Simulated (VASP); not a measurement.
# Ga (I4/mmm) in VASP: further runs

Aim: see how the results for Ga move with the level of theory and the settings. Levels: RPBE, PBE, LDA, PBEsol. Tasks: single point, relaxation of cell and atoms.

All numbers are computed with VASP 6.6.1; they aren't measurements. Logs are shortened: lines on timing, memory, paths and dates and some standing lists are left out, and cuts for length are marked.

## Step 1: The cell of the first run

It takes space group I4/mmm (No. 139, tetragonal). The conventional cell has a = 2.929 Å, b = 2.929 Å, c = 4.581 Å, α = 90.00°, β = 90.00°, γ = 90.00°. Within 3.9 Å of Ga (site symmetry 4/mmm) lie 12 Ga at 2.93 to 3.09 Å.

## Step 2: Single point, RPBE

Input file INCAR:

```
  PREC = Accurate
  ENCUT = 520
  EDIFF = 1E-6
  ISMEAR = -1
  SIGMA = 0.05
  LREAL = F
  LASPH = T
  NELM = 100
  ALGO = Fast
  ISIF = 2
  LWAVE = F
  LCHARG = F
  GGA = RP
  NBANDS = 12
```

Input file KPOINTS:

```
regular mesh
0
Gamma
  13 13 13
```

Input file POSCAR:

```
Ga
1.0
   -1.4643168532      1.4643168532      2.2905060897
    1.4643168532     -1.4643168532      2.2905060897
    1.4643168532      1.4643168532     -2.2905060897
Ga
1
Direct
    0.0000000000      0.0000000000      0.0000000000
```

Potentials or basis: VASP PAW PBE potentials, release 64 (Ga_d).

Started as:

```console
$ cat potpaw_PBE.64/Ga_d/POTCAR > POTCAR
$ mpirun -np 1 vasp_std > vasp.out
```

OUTCAR:

```text
PREC = Accurate
   ENCUT = 520
   EDIFF = 1E-6
   ISMEAR = -1
   LREAL = F
   LASPH = T
   NELM = 100
   ISIF = 2
   GGA = RP

 ion  position               nearest neighbor table
   1  0.000  0.000  0.000-

  LATTYP: Found a body centered tetragonal cell.
 ALAT       =     2.9286337064
 C/A-ratio  =     1.5642147973

  Lattice vectors:

 A1 = (  -1.4643168532,   1.4643168532,   2.2905060897)
 A2 = (   1.4643168532,  -1.4643168532,   2.2905060897)
 A3 = (   1.4643168532,   1.4643168532,  -2.2905060897)

Analysis of symmetry for initial positions (statically):
=====================================================================
 Subroutine PRICEL returns:
 Original cell was already a primitive cell.

 Routine SETGRP: Setting up the symmetry group for a
 body centered tetragonal supercell.

 Subroutine GETGRP returns: Found 16 space group operations
 (whereof 16 operations were pure point group operations)
 out of a pool of 16 trial point group operations.

The static configuration has the point symmetry D_4h.

Analysis of symmetry for dynamics (positions and initial velocities):
=====================================================================
 Subroutine PRICEL returns:
 Original cell was already a primitive cell.

 Routine SETGRP: Setting up the symmetry group for a
 body centered tetragonal supercell.

 Subroutine GETGRP returns: Found 16 space group operations
 (whereof 16 operations were pure point group operations)
 out of a pool of 16 trial point group operations.

The dynamic configuration has the point symmetry D_4h.

 Subroutine INISYM returns: Found 16 space group operations
 (whereof 16 operations are pure point group operations),
 and found     1 'primitive' translations

----------------------------------------------------------------------------------------

                                     Primitive cell

  volume of cell :      19.6454

  direct lattice vectors                    reciprocal lattice vectors
    -1.464316853  1.464316853  2.290506090     0.000000000  0.341456153  0.218292369
     1.464316853 -1.464316853  2.290506090     0.341456153  0.000000000  0.218292369
     1.464316853  1.464316853 -2.290506090     0.341456153  0.341456153  0.000000000

  length of vectors
     3.087857808  3.087857808  3.087857808     0.405270111  0.405270111  0.482891923

  position of ions in fractional coordinates (direct lattice)
     0.000000000  0.000000000  0.000000000

  ion indices of the primitive-cell ions
   primitive index   ion index
                 1           1

----------------------------------------------------------------------------------------

 KPOINTS: regular mesh

Automatic generation of k-mesh.
 Grid dimensions read from file:
 generate k-points for:   13   13   13

 Generating k-lattice:

  Cartesian coordinates                     Fractional coordinates (reciprocal lattice)
     0.000000000  0.026265858  0.016791721     0.076923077  0.000000000 -0.000000000
     0.026265858  0.000000000  0.016791721     0.000000000  0.076923077 -0.000000000
     0.026265858  0.026265858  0.000000000     0.000000000  0.000000000  0.076923077

  Length of vectors
     0.031174624  0.031174624  0.037145533

  Shift w.r.t. Gamma in fractional coordinates (k-lattice)
     0.000000000  0.000000000  0.000000000

 Subroutine IBZKPT returns following result:
 ===========================================

 Found    196 irreducible k-points:

 Following reciprocal coordinates:
            Coordinates               Weight
  0.000000  0.000000  0.000000      1.000000
  0.076923 -0.000000  0.000000      8.000000
  0.153846 -0.000000  0.000000      8.000000
  0.230769 -0.000000  0.000000      8.000000
  0.307692 -0.000000  0.000000      8.000000
  0.384615 -0.000000  0.000000      8.000000
[... 16 lines left out ...]
  0.384615  0.153846  0.000000     16.000000
  0.461538  0.153846  0.000000     16.000000
 [... further k-points ...]
   k-points           NKPTS =    196   k-points in BZ     NKDIM =    196   number of bands    NBANDS=     12
   number of dos      NEDOS =    301   number of ions     NIONS =      1
   total plane-waves  NPLWV =  13824
   dimension x,y,z NGX =    24 NGY =   24 NGZ =   24
   dimension x,y,z NGXF=    48 NGYF=   48 NGZF=   48
   ions per type =               1
   NGX,Y,Z   is equivalent  to a cutoff of  12.92, 12.92, 12.92 a.u.
   NGXF,Y,Z  is equivalent  to a cutoff of  25.84, 25.84, 25.84 a.u.
 SYSTEM =  unknown system
   PREC   = accura    normal or accurate (medium, high low for compatibility)
   ISTART =      0    job   : 0-new  1-cont  2-samecut
   ICHARG =      2    charge: 1-file 2-atom 10-const
   ISPIN  =      1    spin polarized calculation?
   LNONCOLLINEAR =      F non collinear calculations
   LSORBIT =      F    spin-orbit coupling
   LASPH  =      T    aspherical Exc in radial PAW
   ENCUT  =  520.0 eV  38.22 Ry    6.18 a.u.   5.74  5.74  5.74*2*pi/ulx,y,z
   NELM   =    100;   NELMIN=  2; NELMDL= -5     # of ELM steps
   EDIFF  = 0.1E-05   stopping-criterion for ELM
   LREAL  =      F    real-space projection
   EDIFFG = 0.1E-04   stopping-criterion for IOM
   NSW    =      0    number of steps for IOM
   IBRION =     -1    ionic relax: 0-MD 1-quasi-New 2-CG
   NFREE  =      0    steps in history (QN), initial steepest desc. (CG)
   ISIF   =      2    stress and relaxation
   ISYM   =      2    0-nonsym 1-usesym 2-fastsym
   POTIM  = 0.5000    time-step for ionic-motion
   TEBEG  =    0.0;   TEEND  =   0.0 temperature during run
   PSTRESS=    0.0 pullay stress
   NELECT =      13.0000    total number of electrons
   NUPDOWN=      -1.0000    fix difference up-down
   EMIN   =  10.00;   EMAX   =-10.00  energy-range for DOS
   EFERMI =   0.00;   METHOD = LEGACY
   ISMEAR =    -1;   SIGMA  =   0.05  broadening in eV -4-tet -1-fermi 0-gaus
   EFERMI_NEDOS =   21; number of points for ismear=-14 and -15
   IALGO  =     68    algorithm
   IMIX   =      4    mixing-type and parameters
     AMIX     =   0.40;   BMIX     =  1.00
     AMIX_MAG =   1.60;   BMIX_MAG =  1.00
  volume/ion in A,a.u.               =      19.65       132.57
  Fermi-wavevector in a.u.,A,eV,Ry     =   1.426600  2.695882 27.690392  2.035186
  Thomas-Fermi vector in A             =   2.546859
   LORBIT       =      0    0 simple, 1 ext, 2 COOP (PROOUT), +10 PAW based schemes
   GGA     = RP    functional components
   LHFCALC =     F    Hartree Fock is set to
   AEXX    =    0.0000 exact exchange contribution
   IVDW    =     0    specifies the selected vdW correction
   LEPSILON=     F    determine dielectric tensor
   LRPA    =     F    only Hartree local field effects (RPA)
 non-spin polarized calculation
 RMM-DIIS sequential band-by-band and
  energy-cutoff  :      520.00
  volume of cell :       19.65
 maximum number of plane-waves:       549
   NGX = 11   NGY = 11   NGZ = 11

 number of electron      13.0000002 magnetization

 Free energy of the ion-electron system (eV)
  ---------------------------------------------------
  ext. energy  EPLUGINS =         0.00000000
  ---------------------------------------------------
  free energy    TOTEN  =        -2.54093401 eV

  energy without entropy =       -2.53764336  energy(sigma->0) =       -2.53928868

 E-fermi :   5.2368     XC(G=0): -10.6893

 val. band max:        5.2226902921   @ k =  -0.3846  -0.4615   0.2308
 cond. band min:       5.2404668716   @ k =   0.3846   0.2308   0.1538
 fundamental gap:      0.0177765795
 Fermi energy:         5.2368329914

 k-point     1 :       0.0000    0.0000    0.0000
  band No.  band energies     occupation
      1      -9.6390      2.00000
      2      -9.5542      2.00000
      3      -9.5542      2.00000
      4      -9.5264      2.00000
      5      -9.4314      2.00000
      6      -5.4127      2.00000
      7      17.1590      0.00000
      8      17.1590      0.00000
      9      17.1838      0.00000
     10      20.7374      0.00000
     11      21.0156      0.00000
     12      21.3149      0.00000

 k-point     2 :       0.0769   -0.0000    0.0000
  band No.  band energies     occupation
      1      -9.6326      2.00000
      2      -9.5559      2.00000
      3      -9.5487      2.00000
      4      -9.5245      2.00000
      5      -9.4344      2.00000
      6      -5.2645      2.00000
      7      15.4794      0.00000
      8      16.7458      0.00000
      9      16.9814      0.00000
     10      19.8731      0.00000
     11      21.3388      0.00000
     12      21.7336      0.00000

 k-point     3 :       0.1538   -0.0000    0.0000
  band No.  band energies     occupation
      1      -9.6204      2.00000
      2      -9.5649      2.00000
      3      -9.5352      2.00000
      4      -9.5109      2.00000
      5      -9.4405      2.00000
      6      -4.8174      2.00000
      7      12.5361      0.00000
      8      15.8886      0.00000
      9      16.6202      0.00000
     10      19.4011      0.00000
     11      20.8875      0.00000
     12      22.7472      0.00000

 k-point     4 :       0.2308   -0.0000    0.0000
  band No.  band energies     occupation
      1      -9.6153      2.00000
      2      -9.5818      2.00000
      3      -9.5240      2.00000
      4      -9.4781      2.00000
      5      -9.4412      2.00000
      6      -4.0671      2.00000
      7       9.5805      0.00000
      8      15.0394      0.00000
      9      16.2967      0.00000
     10      18.9752      0.00000
     11      20.0006      0.00000
     12      23.2509      0.00000

 k-point     5 :       0.3077   -0.0000    0.0000
  band No.  band energies     occupation
      1      -9.6215      2.00000
      2      -9.5998      2.00000
      3      -9.5255      2.00000
      4      -9.4344      2.00000
      5      -9.4285      2.00000
      6      -3.0125      2.00000
      7       6.8220      0.00000
      8      14.3453      0.00000
      9      16.0983      0.00000
     10      18.4030      0.00000
     11      19.6651      0.00000
     12      22.2089      0.00000
[... 228 lines left out ...]
      1      -9.5961      2.00000
      2      -9.5706      2.00000
      3      -9.5201      2.00000
      4      -9.4856      2.00000
      5      -9.4332      2.00000
      6      -2.9440      2.00000
      7       8.4592      0.00000
      8      11.0280      0.00000
      9      14.6311      0.00000
     10      19.1000      0.00000
     11      20.5650      0.00000
     12      22.2234      0.00000

 k-point    22 :       0.3077    0.1538    0.0000
  band No.  band energies     occupation
      1      -9.5995      2.00000
      2      -9.5806      2.00000
      3      -9.5284      2.00000
      4      -9.4452      2.00000
      5      -9.4277      2.00000
      6      -1.7217      2.00000
      7       5.8678      0.00001
      8      11.0411      0.00000
      9      13.7176      0.00000
     10      18.0196      0.00000
     11      20.1372      0.00000
     12      22.7956      0.00000

 k-point    23 :       0.3846    0.1538    0.0000
  band No.  band energies     occupation
      1      -9.6158      2.00000
      2      -9.5787      2.00000
      3      -9.5375      2.00000
      4      -9.4331      2.00000
      5      -9.3996      2.00000
      6      -0.2310      2.00000
      7       3.5631      2.00000
      8      11.2931      0.00000
      9      13.0570      0.00000
     10      17.0863      0.00000
     11      19.9886      0.00000
     12      23.2760      0.00000

 k-point    24 :       0.4615    0.1538    0.0000
  band No.  band energies     occupation
      1      -9.6275      2.00000
      2      -9.5755      2.00000
      3      -9.5410      2.00000
      4      -9.4383      2.00000
      5      -9.3762      2.00000
      6       0.9346      2.00000
      7       2.1521      2.00000
      8      11.6942      0.00000
      9      12.7507      0.00000
     10      16.4347      0.00000
     11      20.1085      0.00000
     12      23.8017      0.00000

 [... further k-points ...]

------------------------ aborting loop because EDIFF is reached ----------------------------------------

  FORCE on cell =-STRESS in cart. coord.  units (eV):
  Direction    XX          YY          ZZ          XY          YZ          ZX
  --------------------------------------------------------------------------------------
  -------------------------------------------------------------------------------------
  Total        0.0169095      0.0169095      0.0141242      0.0000000      0.0000000      0.0000000
  in kB        1.3790464      1.3790464      1.1518981      0.0000000      0.0000000      0.0000000
  external PRESSURE =       1.3033303 kB  Pullay stress =       0.0000000 kB

 VOLUME and BASIS-vectors are now :
 -----------------------------------------------------------------------------
  energy-cutoff  :      520.00
  volume of cell :       19.65
      direct lattice vectors                 reciprocal lattice vectors
    -1.464316853  1.464316853  2.290506090     0.000000000  0.341456153  0.218292369
     1.464316853 -1.464316853  2.290506090     0.341456153  0.000000000  0.218292369
     1.464316853  1.464316853 -2.290506090     0.341456153  0.341456153  0.000000000

 POSITION                                       TOTAL-FORCE (eV/Angst)
 -----------------------------------------------------------------------------------
      0.00000      0.00000      0.00000         0.000000      0.000000      0.000000
 -----------------------------------------------------------------------------------
    total drift:                                0.000000      0.000000      0.000000

  FREE ENERGIE OF THE ION-ELECTRON SYSTEM (eV)
  ---------------------------------------------------
  free  energy   TOTEN  =        -2.5409340082 eV

  energy  without entropy=       -2.5376433574  energy(sigma->0) =       -2.53928868
```

Wall time 66 s (1 thread of AMD EPYC 7R13, shared host); peak memory 0.14 GiB.

Results:

| Property | Result |
| --- | --- |
| Free energy | -2.5409 eV |
| Pressure | 0.1 GPa |
| Band gap on the k mesh | zero (an odd number of electrons rules out a gap without spin polarisation) |

Caveat: the PAW data sets were made with another functional, which shifts forces and pressure a little.

## Step 3: Relaxation of cell and atoms, PBE

This run uses another cell than the first one, of 17.72 Å³/atom.

Input file INCAR:

```
SYSTEM = Ga
PREC     = Accurate       ! precision mode
ENCUT    = 600            ! plane-wave cutoff, eV
EDIFF    = 1E-6           ! SCF threshold, eV
ISMEAR   = -1             ! smearing method
SIGMA    = 0.05           ! smearing width, eV
LREAL    = .FALSE.        ! projectors in reciprocal space
LASPH    = .TRUE.         ! aspherical terms in the spheres
NELM     = 100            ! most SCF steps
ALGO     = Normal         ! electronic algorithm
ISIF     = 3              ! what is computed and relaxed
LWAVE    = .FALSE.        ! write WAVECAR
LCHARG   = .FALSE.        ! write CHGCAR
GGA      = PE             ! functional
IBRION   = 2              ! ionic algorithm
NSW      = 60             ! ionic steps
EDIFFG   = -0.01          ! ionic threshold
```

Input file KPOINTS:

```
regular mesh
0
G
  13 13 13
  0 0 0
```

Input file POSCAR:

```
Ga
1.0
   -1.3843987196      1.3843987196      2.3112238365
    1.3843987196     -1.3843987196      2.3112238365
    1.3843987196      1.3843987196     -2.3112238365
Ga
1
Direct
    0.0000000000      0.0000000000      0.0000000000
```

Potentials or basis: VASP PAW PBE potentials, release 64 (Ga_d).

Started as:

```console
$ cat potpaw_PBE.64/Ga_d/POTCAR > POTCAR
$ mpirun -np 1 vasp_std > vasp.out
```

Run time: 9.8 min. Hardware: 1 thread of AMD EPYC 7R13, shared host; peak memory 0.16 GiB.

Results (log left out):

* Free energy: -2.8918 eV
* Relaxed volume: 18.95 Å³/atom
* Relaxed cell: a = 3.052 Å, b = 3.052 Å, c = 3.052 Å, α = 123.44°, β = 123.44°, γ = 84.14°
* Space group after relaxing (to 0.1 Å): I4/mmm (No. 139)
* Energy gained by relaxing: 15.8 meV/atom
* Ionic steps: 26
* Pressure after relaxing: 0.0 GPa
* Band gap on the k mesh: zero (an odd number of electrons rules out a gap without spin polarisation)

Step by step:
| step | energy change (eV) | largest force (eV/Å) | pressure (GPa) | volume (Å³) |
| --- | --- | --- | --- | --- |
| 1 | 0.0000 | 0.0000 | 3.51 | 17.72 |
| 2 | -0.0117 | 0.0000 | 0.35 | 18.73 |
| 3 | -0.0118 | 0.0000 | -0.25 | 18.88 |
| 4 | -0.0118 | 0.0000 | 0.15 | 18.82 |
| 5 | -0.0118 | 0.0000 | 0.01 | 18.85 |
| 6 | -0.0118 | 0.0000 | 0.03 | 18.85 |
| 7 | -0.0119 | 0.0000 | 0.01 | 18.84 |
| 8 | -0.0119 | 0.0000 | 0.01 | 18.83 |
| 9 | -0.0124 | 0.0000 | 0.06 | 18.82 |
| 10 | -0.0148 | 0.0000 | 0.47 | 18.78 |
| 11 | -0.0130 | 0.0000 | 0.91 | 18.69 |
| 12 | -0.0154 | 0.0000 | 0.51 | 18.75 |
| 13 | -0.0155 | 0.0000 | 0.60 | 18.76 |
| 14 | -0.0155 | 0.0000 | 0.53 | 18.76 |
| 15 | -0.0155 | 0.0000 | 0.55 | 18.76 |
| 16 | -0.0155 | 0.0000 | 0.50 | 18.76 |
| 17 | -0.0155 | 0.0000 | 0.43 | 18.76 |
| 18 | -0.0155 | 0.0000 | 0.48 | 18.77 |
| 19 | -0.0155 | 0.0000 | 0.50 | 18.78 |
| 20 | -0.0156 | 0.0000 | 0.44 | 18.80 |
| 21 | -0.0157 | 0.0000 | 0.33 | 18.84 |
| 22 | -0.0157 | 0.0000 | 0.06 | 18.92 |
| 23 | -0.0157 | 0.0000 | 0.20 | 18.87 |
| 24 | -0.0157 | 0.0000 | 0.17 | 18.88 |
| 25 | -0.0158 | 0.0000 | 0.16 | 18.90 |
| 26 | -0.0158 | 0.0000 | 0.04 | 18.95 |

Final structure:
```
Ga
1.0
    -1.44601    1.44601    2.26543
     1.44601   -1.44601    2.26543
     1.44601    1.44601   -2.26543
Ga
1
Direct
  0.00000 0.00000 0.00000
```

Levels at points of the mesh, in eV from the Fermi level:
```
           k point  band 2  band 3  band 4  band 5  band 6  band 7  band 8  band 9  band 10
(0.00, 0.00, 0.00)  -14.78  -14.78  -14.75  -14.65  -10.93   12.26   12.26   12.29    15.87
```

[end of part 1 of 2]

The gap in the log of VASP goes by the Fermi energy; the results here count the filled bands.